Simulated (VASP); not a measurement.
MgO:

```
Mg O
1.0
     0.00000    2.10217    2.16523
     2.10217    0.00000    2.16523
     2.10217    2.10217    0.00000
Mg O
1 1
Direct
  0.00000 0.00000 0.00000
  0.50000 0.50000 0.50000
```

This cell differs from its parent crystal: uniaxial z strain +3.0%.

Base run:

```yaml
Program: VASP 6.6.1
Functional: r2SCAN
Potentials_or_basis: VASP PAW PBE potentials, release 64 (Mg, O)
Cutoff: 520 eV
k_mesh: 10 × 10 × 10
Occupations: gaussian, width 0.01 eV
Spin: no spin polarisation
```

Its results: band gap on the k mesh 5.32 eV; pressure -5.5 GPa.

**Question.** The run is repeated on the same cell with these changes: functional from r2SCAN to PBE; occupations from gaussian, width 0.01 eV to fermi-dirac, width 0.02 eV. What comes out?

**Answer.** Band gap on the k mesh 4.45 eV; pressure 0.4 GPa.

Caveats: the cell stands under tension (at least some runs); the PAW data sets were made with another functional, which shifts forces and pressure a little (at least some runs).

